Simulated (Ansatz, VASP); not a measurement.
Two plane-wave programs on NaH

```
Na H
1.0
     3.31916    0.00000    0.00000
    -1.65958    2.87448    0.00000
     0.00000    0.00000    5.83095
Na H
2 2
Direct
  0.00000 0.00000 0.00000
  0.00000 0.00000 0.50000
  0.33333 0.66667 0.25000
  0.66667 0.33333 0.75000
```

Alike in both runs: task single point; functional PBE; k mesh 6 × 6 × 4; no spin polarisation.

|  | VASP | Ansatz |
| --- | --- | --- |
| version | VASP 6.6.1 | Ansatz 0.2.0 |
| potentials or method | VASP PAW PBE potentials, release 64 (Na_pv, H) | plane waves, PAW |
| plane-wave cutoff (eV) | 520 | 420 |
| occupations | gaussian, width 0.01 eV | fixed |
| valence electrons in the cell | 16 | 20 |

|  | VASP | Ansatz | Ansatz less VASP |
| --- | --- | --- | --- |
| gap on the k mesh at the Fermi level (eV) | 3.45 | 3.45 | +0.002 |

VASP's potentials hold 16 valence electrons a cell and Ansatz's 20, so a difference there can come from the potentials and not from the codes.
